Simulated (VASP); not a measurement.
# C (I4_1/amd) in VASP: notebook, part 3 of 3

VASP 6.6.1. Earlier steps stand in the parts before.

## (4) Single point, r2SCAN (strain +0.040 along x and y, -0.080 along z)

The input, POSCAR:

```
C
1.0
    0.0000000000      1.8547360000      1.6407280000
    1.8547360000      0.0000000000      1.6407280000
    1.8547360000      1.8547360000      0.0000000000
C
2
Direct
    0.5000000000      0.5000000000      0.5000000000
    0.7500000000      0.7500000000      0.7500000000
```

The input, INCAR.step1:

```
SYSTEM = C
ALGO     = Normal         ! electronic algorithm
EDIFF    = 1E-4           ! SCF threshold, eV
ENCUT    = 520            ! plane-wave cutoff, eV
GGA      = PE             ! functional
ISMEAR   = 0              ! smearing method
LASPH    = .True.         ! aspherical terms in the spheres
LCHARG   = .False.        ! write CHGCAR
LREAL    = .False.        ! projectors in reciprocal space
LWAVE    = .True.         ! write WAVECAR
NBANDS   = 11             ! bands
NELM     = 80             ! most SCF steps
PREC     = Accurate       ! precision mode
SIGMA    = 0.05           ! smearing width, eV
```

The input, INCAR.step2:

```
SYSTEM = C
ALGO     = Normal         ! electronic algorithm
EDIFF    = 1E-7           ! SCF threshold, eV
ENCUT    = 520            ! plane-wave cutoff, eV
ISIF     = 2              ! what is computed and relaxed
ISMEAR   = 0              ! smearing method
ISTART   = 1            
LASPH    = .True.         ! aspherical terms in the spheres
LCHARG   = .False.        ! write CHGCAR
LMIXTAU  = .True.       
LREAL    = .False.        ! projectors in reciprocal space
LWAVE    = .False.        ! write WAVECAR
METAGGA  = R2SCAN         ! meta-GGA
NBANDS   = 11             ! bands
NELM     = 80             ! most SCF steps
PREC     = Accurate       ! precision mode
SIGMA    = 0.05           ! smearing width, eV
```

The input, KPOINTS:

```
k-points
0
Gamma
  12 12 12
  0 0 0
```

Potentials or basis: VASP PAW PBE potentials, release 64 (C).

Run with:

```
cat potpaw_PBE.64/C/POTCAR > POTCAR
cp INCAR.step1 INCAR
mpirun -np 1 vasp_std > vasp.out
cp INCAR.step2 INCAR
mpirun -np 1 vasp_std > vasp.out
```

OUTCAR:

```text
SYSTEM = C
   EDIFF = 1E-7
   ENCUT = 520
   ISIF = 2
   ISMEAR = 0
   ISTART = 1
   LASPH = .True.
   LREAL = .False.
   METAGGA = R2SCAN
   NELM = 80
   PREC = Accurate

 ion  position               nearest neighbor table
   1  0.500  0.500  0.500-   2 1.55   2 1.55   2 1.55   2 1.55
   2  0.750  0.750  0.750-   1 1.55   1 1.55   1 1.55   1 1.55

  LATTYP: Found a body centered tetragonal cell.
 ALAT       =     2.6229928058
 C/A-ratio  =     1.2510350744

  Lattice vectors:

 A1 = (   0.0000000000,  -1.8547360000,  -1.6407280000)
 A2 = (   0.0000000000,   1.8547360000,  -1.6407280000)
 A3 = (   1.8547360000,   0.0000000000,   1.6407280000)

Analysis of symmetry for initial positions (statically):
=====================================================================
 Subroutine PRICEL returns:
 Original cell was already a primitive cell.

 Routine SETGRP: Setting up the symmetry group for a
 body centered tetragonal supercell.

 Subroutine GETGRP returns: Found 16 space group operations
 (whereof  8 operations were pure point group operations)
 out of a pool of 16 trial point group operations.

The static configuration has the point symmetry D_2d.
 The point group associated with its full space group is D_4h.

Analysis of symmetry for dynamics (positions and initial velocities):
=====================================================================
 Subroutine PRICEL returns:
 Original cell was already a primitive cell.

 Routine SETGRP: Setting up the symmetry group for a
 body centered tetragonal supercell.

 Subroutine GETGRP returns: Found 16 space group operations
 (whereof  8 operations were pure point group operations)
 out of a pool of 16 trial point group operations.

The dynamic configuration has the point symmetry D_2d.
 The point group associated with its full space group is D_4h.

 Subroutine INISYM returns: Found 16 space group operations
 (whereof  8 operations are pure point group operations),
 and found     1 'primitive' translations

[... 115 lines left out ...]
  volume/ion in A,a.u.               =       5.64        38.09
  Fermi-wavevector in a.u.,A,eV,Ry     =   1.459580  2.758206 28.985494  2.130374
  Thomas-Fermi vector in A             =   2.576130
   LORBIT       =      0    0 simple, 1 ext, 2 COOP (PROOUT), +10 PAW based schemes
   METAGGA = R2SCAN    functional components
   LHFCALC =     F    Hartree Fock is set to
   AEXX    =    0.0000 exact exchange contribution
   IVDW    =     0    specifies the selected vdW correction
   LEPSILON=     F    determine dielectric tensor
   LRPA    =     F    only Hartree local field effects (RPA)
 non-spin polarized calculation
 Gauss-broadening in eV      SIGMA  =   0.05
  energy-cutoff  :      520.00
  volume of cell :       11.29
 maximum number of plane-waves:       312
   NGX =  9   NGY =  9   NGZ =  9

 number of electron       8.0000001 magnetization

 Free energy of the ion-electron system (eV)
  ---------------------------------------------------
  ext. energy  EPLUGINS =         0.00000000
  ---------------------------------------------------
  free energy    TOTEN  =       -19.33838358 eV

  energy without entropy =      -19.33838358  energy(sigma->0) =      -19.33838358

 E-fermi :  11.2910     XC(G=0): -14.3006

 val. band max:       10.9379515669   @ k =   0.0000   0.0000   0.0000
 cond. band min:      12.1998538616   @ k =   0.4167   0.4167   0.0000
 fundamental gap:      1.2619022947
 Fermi energy:        11.2909576901

 k-point     1 :       0.0000    0.0000    0.0000
  band No.  band energies     occupation
      1     -12.9509      2.00000
      2       9.2378      2.00000
      3       9.2378      2.00000
      4      10.9380      2.00000
      5      14.7213      0.00000
      6      16.3558      0.00000
      7      16.3558      0.00000
      8      23.5383      0.00000
      9      30.4544      0.00000
     10      34.0992      0.00000
     11      36.6737      0.00000
[... 309 lines left out ...]
 k-point    24 :      -0.4167    0.1667    0.0000
  band No.  band energies     occupation
      1      -6.6865      2.00000
      2      -3.0055      2.00000
      3       4.8543      2.00000
      4       5.2813      2.00000
      5      15.9237      0.00000
      6      20.4040      0.00000
      7      22.6240      0.00000
      8      25.2060      0.00000
      9      30.4498      0.00000
     10      35.2684      0.00000
     11      35.6278      0.00000

 [... further k-points ...]
[... 5 lines left out ...]
  --------------------------------------------------------------------------------------
  -------------------------------------------------------------------------------------
  Total       -2.3873743     -2.3873743      5.0495950      0.0000000     -0.0000000      0.0000000
  in kB     -338.8443988   -338.8443988    716.6982398      0.0000000     -0.0000000      0.0000000
  external PRESSURE =      13.0031474 kB  Pullay stress =       0.0000000 kB

 VOLUME and BASIS-vectors are now :
 -----------------------------------------------------------------------------
  energy-cutoff  :      520.00
  volume of cell :       11.29
      direct lattice vectors                 reciprocal lattice vectors
     0.000000000  1.854736000  1.640728000    -0.269580145  0.269580145  0.304742773
     1.854736000  0.000000000  1.640728000     0.269580145 -0.269580145  0.304742773
     1.854736000  1.854736000  0.000000000     0.269580145  0.269580145 -0.304742773

 POSITION                                       TOTAL-FORCE (eV/Angst)
 -----------------------------------------------------------------------------------
      1.85474      1.85474      1.64073        -0.000000     -0.000000      0.000000
      2.78210      2.78210      2.46109         0.000000      0.000000     -0.000000
 -----------------------------------------------------------------------------------
    total drift:                                0.000000     -0.000000      0.000000

  FREE ENERGIE OF THE ION-ELECTRON SYSTEM (eV)
  ---------------------------------------------------
  free  energy   TOTEN  =       -19.3383835817 eV

  energy  without entropy=      -19.3383835817  energy(sigma->0) =      -19.33838358
```

Wall time 1.8 min (1 thread of AMD EPYC 9R45, shared host); peak memory 0.1 GiB.

Results:

```
Free energy            : -19.3384 eV
Pressure               : 1.3 GPa
Band gap on the k mesh : 1.26 eV, indirect (least direct gap 3.78 eV)
```

Caveat: the cell differs from its parent crystal (strain +0.040 along x and y, -0.080 along z); the PAW data sets were made with another functional, which shifts forces and pressure a little. A k mesh can miss the band edges.

## (5) Single point, r2SCAN (strain +0.040 along x and y, -0.040 along z)

The input, POSCAR:

```
C
1.0
    0.0000000000      1.8547360000      1.7120640000
    1.8547360000      0.0000000000      1.7120640000
    1.8547360000      1.8547360000      0.0000000000
C
2
Direct
    0.5000000000      0.5000000000      0.5000000000
    0.7500000000      0.7500000000      0.7500000000
```

The input, INCAR.step1:

```
SYSTEM = C
PREC     = Accurate       ! precision mode
ENCUT    = 520            ! plane-wave cutoff, eV
ISMEAR   = 0              ! smearing method
SIGMA    = 0.05           ! smearing width, eV
LREAL    = .False.        ! projectors in reciprocal space
LASPH    = .True.         ! aspherical terms in the spheres
NELM     = 80             ! most SCF steps
NBANDS   = 11             ! bands
GGA      = PE             ! functional
ALGO     = Normal         ! electronic algorithm
EDIFF    = 1E-4           ! SCF threshold, eV
LWAVE    = .True.         ! write WAVECAR
LCHARG   = .False.        ! write CHGCAR
```

The input, INCAR.step2:

```
SYSTEM = C
PREC     = Accurate       ! precision mode
ENCUT    = 520            ! plane-wave cutoff, eV
EDIFF    = 1E-6           ! SCF threshold, eV
ISMEAR   = 0              ! smearing method
SIGMA    = 0.05           ! smearing width, eV
LREAL    = .False.        ! projectors in reciprocal space
LASPH    = .True.         ! aspherical terms in the spheres
NELM     = 80             ! most SCF steps
ALGO     = Normal         ! electronic algorithm
ISIF     = 2              ! what is computed and relaxed
LWAVE    = .False.        ! write WAVECAR
LCHARG   = .False.        ! write CHGCAR
METAGGA  = R2SCAN         ! meta-GGA
LMIXTAU  = .True.       
NBANDS   = 11             ! bands
ISTART   = 1
```

The input, KPOINTS:

```
regular mesh
0
Gamma
  12 12 12
  0 0 0
```

Run with:

```
cat potpaw_PBE.64/C/POTCAR > POTCAR
cp INCAR.step1 INCAR
mpirun -np 1 vasp_std > vasp.out
cp INCAR.step2 INCAR
mpirun -np 1 vasp_std > vasp.out
```

It took 1.9 min on 1 thread of AMD EPYC 9R45, shared host; peak memory 0.1 GiB.

Results (log left out):

| Quantity | Value |
| --- | --- |
| Free energy | -19.4929 eV |
| Pressure | -16.7 GPa |
| Band gap on the k mesh | 2.25 eV, indirect (least direct gap 4.34 eV) |

Stress tensor (GPa, compression positive):
```
-39.79   0.00   0.00
  0.00 -39.79   0.00
  0.00   0.00  29.35
```

Levels at points of the mesh, in eV from the valence-band top:
```csv
k point,band 1,band 2,band 3,band 4,band 5,band 6,band 7,band 8,band 9
"(0.00, 0.00, 0.00)",-22.93,-1.13,-1.13,0.00,4.34,5.39,5.39,12.08,19.21
"(0.50, 0.00, 0.00)",-17.17,-14.36,-4.30,-2.95,6.59,7.63,9.49,15.64,21.75
"(0.50, 0.50, 0.00)",-13.22,-13.22,-7.92,-7.92,2.93,2.93,16.76,16.76,23.81
"(0.50, 0.00, 0.50)",-14.46,-14.46,-6.72,-6.72,4.85,4.85,16.07,16.07,22.48
```

Caveat: the cell differs from its parent crystal (strain +0.040 along x and y, -0.040 along z); the PAW data sets were made with another functional, which shifts forces and pressure a little.

## (6) Overview

| cell | gap on the mesh (eV) | pressure (GPa) |
| --- | --- | --- |
| a = 2.423, b = 2.423, c = 2.522 Å, angles 58.6, 58.6, 62.7°, 2 atoms | 2.29 | 42.0 |
| a = 2.577, b = 2.577, c = 2.421 Å, angles 62.0, 62.0, 56.0°, 2 atoms | 2.81 | 1.4 |
| a = 2.476, b = 2.476, c = 2.623 Å, angles 58.0, 58.0, 64.0°, 2 atoms | 1.26 | 1.3 |
| a = 2.524, b = 2.524, c = 2.623 Å, angles 58.7, 58.7, 62.6°, 2 atoms | 2.25 | -16.7 |

Alike in all rows: task single point; level r2SCAN; potentials or basis VASP PAW PBE potentials, release 64 (C); no spin polarisation; k mesh 12 × 12 × 12; cutoff (eV) 520; smearing gaussian 0.05 eV.

Caveats: the PAW data sets were made with another functional, which shifts forces and pressure a little.

Total energies depend on the potentials used, so only differences within one code and one set of settings carry meaning.
